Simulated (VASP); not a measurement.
# HF in VASP: notebook, part 2 of 2

VASP 6.6.1. The steps go on from the part before.

**4. Single point, PBE+D3(BJ)**

This run uses another cell than the first one, of 17.00 Å³/atom.

Input file INCAR:

```
SYSTEM = HF
ALGO = Normal
EDIFF = 1E-6
ENCUT = 1010
GGA = PE
GGA_COMPAT = .FALSE.
ISIF = 2
ISMEAR = -1
IVDW = 12
LASPH = .TRUE.
LCHARG = .FALSE.
LREAL = Auto
LWAVE = .FALSE.
NBANDS = 66
NELM = 120
PREC = Accurate
SIGMA = 0.02
```

Input file KPOINTS:

```
k-points
0
G
  1 1 1
  0 0 0
```

Input file POSCAR:

```
HF
1.0
    7.4168600000      0.0000000000      0.0000000000
    0.0000000000      7.4168600000      0.0000000000
    0.0000000000      0.0000000000      7.4168600000
F H
12 12
Direct
    0.2226548701     -0.0188624297      0.5644976446
    0.3926594273      0.4438401156      0.4789627956
    0.7702181247      0.3249757984      0.9560919311
    0.2478272476      0.8439015972      0.8844039122
    0.7554005334      0.6361856635      0.1040197604
    0.0765418250      0.6358620764      0.5666683745
    0.3803361530      0.5292671023      0.9849181460
    0.6808002308      0.0626410637      0.3959222636
    0.4798796256      0.1446164549      0.9074729737
    0.5817016905      0.6733172798      0.3536537025
    0.0370911680      0.9438900020      0.2887610121
    0.4127218257      0.1909972684      0.2751299067
    0.1510612308     -0.0585827426      0.4644283430
    0.4924321074      0.5398645788      0.4495163722
    0.6551694383      0.2943968202      0.8987630884
    0.2463441402      0.8685751113      0.7610228587
    0.7620610339      0.5270289583      0.0324126382
    0.1957836605      0.5904789898      0.5364264662
    0.3225219298      0.6380597719      0.9480292199
    0.5940654131      0.0809237332      0.3136098025
    0.3624444846      0.1746965697      0.9497550176
    0.6287431609      0.6364283538      0.2324164134
   -0.0905639314      0.9602715974      0.3192725763
    0.3947897089      0.3011651831      0.3584940258
```

Potentials or basis: VASP PAW PBE potentials, release 64 (F_h, H_h).

Started as:

```
$ cat potpaw_PBE.64/F_h/POTCAR potpaw_PBE.64/H_h/POTCAR > POTCAR
$ mpirun -np 1 vasp_gam > vasp.out
```

OUTCAR:

```text
SYSTEM = HF
   EDIFF = 1E-6
   ENCUT = 1010
   GGA = PE
   ISIF = 2
   ISMEAR = -1
   IVDW = 12
   LASPH = .TRUE.
   LREAL = Auto
   NELM = 120
   PREC = Accurate
 IVDW          = 12

 ion  position               nearest neighbor table
   1  0.223  0.981  0.564-  13 0.96
   2  0.393  0.444  0.479-  14 1.05
   3  0.770  0.325  0.956-  15 0.98
   4  0.248  0.844  0.884-  16 0.93
   5  0.755  0.636  0.104-  17 0.97
   6  0.077  0.636  0.567-  18 0.97
[... 16 lines left out ...]
  23  0.909  0.960  0.319-  11 0.98
  24  0.395  0.301  0.358-  12 1.03

  LATTYP: Found a simple cubic cell.
 ALAT       =     7.4168600000

  Lattice vectors:

 A1 = (   7.4168600000,   0.0000000000,   0.0000000000)
 A2 = (   0.0000000000,   7.4168600000,   0.0000000000)
 A3 = (   0.0000000000,   0.0000000000,   7.4168600000)

Analysis of symmetry for initial positions (statically):
=====================================================================
 Subroutine PRICEL returns:
 Original cell was already a primitive cell.

 Routine SETGRP: Setting up the symmetry group for a
 simple cubic supercell.

 Subroutine GETGRP returns: Found  1 space group operations
 (whereof  1 operations were pure point group operations)
 out of a pool of 48 trial point group operations.

The static configuration has the point symmetry C_1 .

Analysis of symmetry for dynamics (positions and initial velocities):
=====================================================================
 Subroutine PRICEL returns:
 Original cell was already a primitive cell.

 Routine SETGRP: Setting up the symmetry group for a
 simple cubic supercell.

 Subroutine GETGRP returns: Found  1 space group operations
 (whereof  1 operations were pure point group operations)
 out of a pool of 48 trial point group operations.

The dynamic configuration has the point symmetry C_1 .

 Subroutine INISYM returns: Found  1 space group operations
 (whereof  1 operations are pure point group operations),
 and found     1 'primitive' translations

----------------------------------------------------------------------------------------

                                     Primitive cell

  volume of cell :     408.0001

  direct lattice vectors                    reciprocal lattice vectors
     7.416860000  0.000000000  0.000000000     0.134827946  0.000000000  0.000000000
     0.000000000  7.416860000  0.000000000     0.000000000  0.134827946  0.000000000
     0.000000000  0.000000000  7.416860000     0.000000000  0.000000000  0.134827946

  length of vectors
     7.416860000  7.416860000  7.416860000     0.134827946  0.134827946  0.134827946

  position of ions in fractional coordinates (direct lattice)
     0.222654870  0.981137570  0.564497645
     0.392659427  0.443840116  0.478962796
     0.770218125  0.324975798  0.956091931
     0.247827248  0.843901597  0.884403912
     0.755400533  0.636185664  0.104019760
     0.076541825  0.635862076  0.566668374
[... 16 lines left out ...]
     0.909436069  0.960271597  0.319272576
     0.394789709  0.301165183  0.358494026

  ion indices of the primitive-cell ions
   primitive index   ion index
                 1           1
                 2           2
                 3           3
                 4           4
                 5           5
                 6           6
[... 16 lines left out ...]
                23          23
                24          24

----------------------------------------------------------------------------------------

 KPOINTS: k-points

Automatic generation of k-mesh.
 Grid dimensions read from file:
 generate k-points for:    1    1    1

 Generating k-lattice:

  Cartesian coordinates                     Fractional coordinates (reciprocal lattice)
     0.134827946  0.000000000  0.000000000     1.000000000  0.000000000  0.000000000
     0.000000000  0.134827946  0.000000000     0.000000000  1.000000000  0.000000000
     0.000000000  0.000000000  0.134827946     0.000000000  0.000000000  1.000000000

  Length of vectors
     0.134827946  0.134827946  0.134827946

  Shift w.r.t. Gamma in fractional coordinates (k-lattice)
     0.000000000  0.000000000  0.000000000

 Subroutine IBZKPT returns following result:
 ===========================================

 Found      1 irreducible k-points:

 Following reciprocal coordinates:
            Coordinates               Weight
  0.000000  0.000000  0.000000      1.000000
   k-points           NKPTS =      1   k-points in BZ     NKDIM =      1   number of bands    NBANDS=     66
   number of dos      NEDOS =    301   number of ions     NIONS =     24
   total plane-waves  NPLWV = 512000
   dimension x,y,z NGX =    80 NGY =   80 NGZ =   80
   dimension x,y,z NGXF=   160 NGYF=  160 NGZF=  160
   ions per type =              12  12
   NGX,Y,Z   is equivalent  to a cutoff of  17.93, 17.93, 17.93 a.u.
   NGXF,Y,Z  is equivalent  to a cutoff of  35.86, 35.86, 35.86 a.u.
 SYSTEM =  HF
   PREC   = accura    normal or accurate (medium, high low for compatibility)
   ISTART =      0    job   : 0-new  1-cont  2-samecut
   ICHARG =      2    charge: 1-file 2-atom 10-const
   ISPIN  =      1    spin polarized calculation?
   LNONCOLLINEAR =      F non collinear calculations
   LSORBIT =      F    spin-orbit coupling
   LASPH  =      T    aspherical Exc in radial PAW
   ENCUT  = 1010.0 eV  74.23 Ry    8.62 a.u.  19.22 19.22 19.22*2*pi/ulx,y,z
   NELM   =    120;   NELMIN=  2; NELMDL= -5     # of ELM steps
   EDIFF  = 0.1E-05   stopping-criterion for ELM
   LREAL  =      T    real-space projection
   EDIFFG = 0.1E-04   stopping-criterion for IOM
   NSW    =      0    number of steps for IOM
   IBRION =     -1    ionic relax: 0-MD 1-quasi-New 2-CG
   NFREE  =      0    steps in history (QN), initial steepest desc. (CG)
   ISIF   =      2    stress and relaxation
   ISYM   =      2    0-nonsym 1-usesym 2-fastsym
   POTIM  = 0.5000    time-step for ionic-motion
   TEBEG  =    0.0;   TEEND  =   0.0 temperature during run
   PSTRESS=    0.0 pullay stress
   NELECT =      96.0000    total number of electrons
   NUPDOWN=      -1.0000    fix difference up-down
   EMIN   =  10.00;   EMAX   =-10.00  energy-range for DOS
   EFERMI =   0.00;   METHOD = LEGACY
   ISMEAR =    -1;   SIGMA  =   0.02  broadening in eV -4-tet -1-fermi 0-gaus
   EFERMI_NEDOS =   21; number of points for ismear=-14 and -15
   IALGO  =     38    algorithm
   IMIX   =      4    mixing-type and parameters
     AMIX     =   0.40;   BMIX     =  1.00
     AMIX_MAG =   1.60;   BMIX_MAG =  1.00
  volume/ion in A,a.u.               =      17.00       114.72
  Fermi-wavevector in a.u.,A,eV,Ry     =   1.010676  1.909900 13.897880  1.021465
  Thomas-Fermi vector in A             =   2.143679
   LORBIT       =      0    0 simple, 1 ext, 2 COOP (PROOUT), +10 PAW based schemes
   GGA     = PE    functional components
   LHFCALC =     F    Hartree Fock is set to
   AEXX    =    0.0000 exact exchange contribution
   IVDW    =    12    specifies the selected vdW correction
   LEPSILON=     F    determine dielectric tensor
   LRPA    =     F    only Hartree local field effects (RPA)
 non-spin polarized calculation
  energy-cutoff  :     1010.00
  volume of cell :      408.00
 maximum number of plane-waves:     14856
 NGX is ok and might be reduce to    80
   NGX = 39   NGY = 39   NGZ = 39

 number of electron      96.0000016 magnetization

 Free energy of the ion-electron system (eV)
  ---------------------------------------------------
  ext. energy  EPLUGINS =         0.00000000
  ---------------------------------------------------
  free energy    TOTEN  =       -98.79677039 eV

  energy without entropy =      -98.79677039  energy(sigma->0) =      -98.79677039

 E-fermi :  -6.0845     XC(G=0):  -5.5251

 val. band max:       -6.5821912025   @ k =   0.0000   0.0000   0.0000
 cond. band min:       0.1811285656   @ k =   0.0000   0.0000   0.0000
 fundamental gap:      6.7633197681
 Fermi energy:        -6.0844678837

 k-point     1 :       0.0000    0.0000    0.0000
  band No.  band energies     occupation
      1     -29.0610      2.00000
      2     -28.5499      2.00000
      3     -28.2055      2.00000
      4     -28.0067      2.00000
      5     -27.9095      2.00000
      6     -27.8482      2.00000
[... 52 lines left out ...]
     59       5.3106      0.00000
     60       5.4821      0.00000
 [bands above 60 left out]

------------------------ aborting loop because EDIFF is reached ----------------------------------------

 Edisp (eV)   -0.45230

 E8    (eV) :    -0.0907

  FORCE on cell =-STRESS in cart. coord.  units (eV):
  Direction    XX          YY          ZZ          XY          YZ          ZX
  --------------------------------------------------------------------------------------
  -------------------------------------------------------------------------------------
  Total      -2.29008    -2.26569     2.30971     0.21794    -0.82921     2.09645
  in kB      -8.99292    -8.89716     9.07001     0.85584    -3.25624     8.23256
  external pressure =       -2.94 kB  Pullay stress =        0.00 kB

 VOLUME and BASIS-vectors are now :
 -----------------------------------------------------------------------------
  energy-cutoff  :     1010.00
  volume of cell :      408.00
      direct lattice vectors                 reciprocal lattice vectors
     7.416860000  0.000000000  0.000000000     0.134827946  0.000000000  0.000000000
     0.000000000  7.416860000  0.000000000     0.000000000  0.134827946  0.000000000
     0.000000000  0.000000000  7.416860000     0.000000000  0.000000000  0.134827946

 POSITION                                       TOTAL-FORCE (eV/Angst)
 -----------------------------------------------------------------------------------
      1.65140      7.27696      4.18680         0.380237     -0.024781      0.489072
      2.91230      3.29190      3.55240         0.621639      1.063655      0.392391
      5.71260      2.41030      7.09120        -0.814894      0.338393     -0.551755
      1.83810      6.25910      6.55950         0.091342     -0.525334      1.227410
      5.60270      4.71850      0.77150         0.364152     -0.107800     -0.749033
      0.56770      4.71610      4.20290         1.343370     -0.498296     -0.306821
[... 16 lines left out ...]
      6.74516      7.12220      2.36800         1.052085      0.030235     -0.240899
      2.92810      2.23370      2.65890         0.334874     -1.498549     -0.944974
 -----------------------------------------------------------------------------------
    total drift:                                0.007895      0.002235      0.002599

  FREE ENERGIE OF THE ION-ELECTRON SYSTEM (eV)
  ---------------------------------------------------
  free  energy   TOTEN  =       -99.2490666394 eV

  energy  without entropy=      -99.2490666394  energy(sigma->0) =      -99.24906664
```

It took 2.2 min on 1 thread of AMD EPYC 7R43 (Zen 3), shared host; peak memory 0.81 GiB.

What came out:

* Free energy: -99.2491 eV
* Pressure: -0.3 GPa
* Largest force: 4.138 eV/Å
* Dispersion energy per atom: -0.019 eV

Forces in eV/Å, atoms in the order of the input:
```
F    0.380 -0.025  0.489
F    0.622  1.064  0.392
F   -0.815  0.338 -0.552
F    0.091 -0.525  1.227
F    0.364 -0.108 -0.749
F    1.343 -0.498 -0.307
F   -0.021 -0.005  0.001
F    3.385 -1.025  2.149
F   -0.491  0.211 -0.100
F   -0.574 -0.239  0.741
F   -1.522  0.060  0.238
F   -0.715  1.329  0.347
H   -0.145  0.123 -0.170
H   -0.754 -0.458 -0.548
H    0.689 -0.138  0.742
H   -0.238  0.454 -1.309
H    0.008 -0.378 -0.038
H   -1.354  0.184  0.263
H    0.017  0.138 -0.034
H   -2.604  0.792 -1.888
H    0.692 -0.067 -0.053
H    0.256  0.242  0.344
H    1.052  0.030 -0.241
H    0.335 -1.499 -0.945
```

Stress tensor (GPa, compression positive):
```
-0.90  0.09  0.82
 0.09 -0.89 -0.33
 0.82 -0.33  0.91
```

Caveat: the k points lie up to 0.85 Å⁻¹ apart, too coarse for converged energies, forces and pressures.

**5. Summary**

| cell | pressure (GPa) | largest force (eV/Å) |
| --- | --- | --- |
| a = 6.997, b = 7.457, c = 7.676 Å, 24 atoms, atomic positions A | -0.7 | 1.49 |
| a = 7.417 Å, 24 atoms, atomic positions B | -0.1 | 2.74 |
| a = 7.417 Å, 24 atoms, atomic positions C | -0.3 | 4.14 |

Alike in all rows: task single point; level PBE+D3(BJ); potentials or basis VASP PAW PBE potentials, release 64 (F_h, H_h); no spin polarisation; k mesh 1 × 1 × 1; cutoff (eV) 1010; smearing fermi-dirac 0.02 eV.

Caveats: all runs use coarse meshes; the atoms stand as in a frame of molecular dynamics (at least some runs).

Absolute energies hang on the potentials; compare differences alone.
